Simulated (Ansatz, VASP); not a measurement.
## One calculation of TaN, two programs

```
Ta N
1.0
     2.96738    0.00000    0.00000
    -1.48369    2.56983    0.00000
     0.00000    0.00000    2.88300
Ta N
1 1
Cartesian
  0.0000 1.7132 1.4415
  0.0000 0.0000 0.0000
```

Change from the starting cell: equal xx and yy strain of +1 %, PAW files.

Alike in both runs: task electric field gradients; functional PBEsol; k mesh 12 × 12 × 10; occupations fermi-dirac, width 0.02 eV; no spin polarisation.

```csv
,VASP,Ansatz
version,VASP 6.6.1,Ansatz 0.2.0
potentials or method,"VASP PAW PBE potentials, release 64 (Ta_sv_GW, N)","PAW with Ansatz's default frozen-core files, scalar-relativistic"
plane-wave cutoff (eV),520,420
valence electrons in the cell,18,18
```

```csv
,VASP,Ansatz,Ansatz less VASP
pressure (GPa),-11.4,-11.1,+0.27
"traceless stress, the component that is largest in VASP (GPa)",3.43,3.37,-0.059
size of Vzz on the site where it differs most (V/Å²),29.9,46.7,+16.78
```

VASP's potentials were made for PBE, not for PBEsol.

Neither program's run includes spin-orbit coupling.
